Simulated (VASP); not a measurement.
## Ca2Ge3N: single point with PBE

The system is Ca2Ge3N.

```xyz
6
Lattice="5.3954 0.0000 0.0000 -2.6977 4.6726 0.0000 0.0000 0.0000 8.5718" Properties=species:S:1:pos:R:3 pbc="T T T"
Ca    0.0000    3.1151    4.2859
Ca    2.6977    1.5575    4.2859
Ge    0.0000    0.0000    1.7485
Ge    0.0000    0.0000    6.8233
Ge    0.0000    0.0000    4.2859
N     0.0000    0.0000    0.0000
```

The cell was built from a structure type or drawn by symmetry, and may not be a known phase.

| Property | Result |
| --- | --- |
| Program | VASP 6.6.1 |
| Task | single point |
| Functional | PBE |
| Potentials or basis | VASP PAW PBE potentials, release 64 (Ca_sv, Ge_d, N) |
| Cutoff | 520 eV |
| k mesh | 12 × 12 × 6 |
| Occupations | gaussian, width 0.1 eV |
| Spin | no spin polarisation |
| Dipole correction | no |
| Further INCAR settings | ALGO = Normal; EDIFF = 1e-06; NBANDS = 42 |

```
Pressure               : -0.1 GPa
Largest force          : 0.100 eV/Å
Band gap on the k mesh : zero (an odd number of electrons rules out a gap without spin polarisation)
```

Forces on the atoms (eV/Å):
```
Ca   0.000  0.000  0.000
Ca   0.000  0.000  0.000
Ge   0.000  0.000 -0.100
Ge   0.000  0.000  0.100
Ge   0.000  0.000  0.000
N    0.000  0.000  0.000
```

Stress tensor (GPa, compression positive):
```
 0.00  0.00  0.00
 0.00  0.00  0.00
 0.00  0.00 -0.32
```

Levels at points of the mesh, in eV from the Fermi level:
| k point | band 31 | band 32 | band 33 | band 34 | band 35 | band 36 | band 37 | band 38 |
| --- | --- | --- | --- | --- | --- | --- | --- | --- |
| (0.00, 0.00, 0.00) | -2.17 | -2.17 | -0.19 | 0.18 | 0.18 | 1.24 | 1.24 | 1.40 |
| (0.50, 0.00, 0.00) | -2.71 | -1.88 | -1.08 | -0.54 | -0.15 | 0.98 | 1.04 | 1.55 |
| (0.00, 0.00, 0.50) | -2.58 | -2.04 | -0.13 | 0.79 | 1.23 | 1.23 | 1.31 | 1.31 |
| (0.50, 0.00, 0.50) | -2.31 | -1.76 | -0.11 | 0.01 | 0.18 | 0.23 | 0.69 | 0.82 |

Run time: 5.6 min on 1 thread of Intel(R) Xeon(R) 6975P-C (Granite Rapids), with other jobs on the host, peak memory 0.73 GiB.
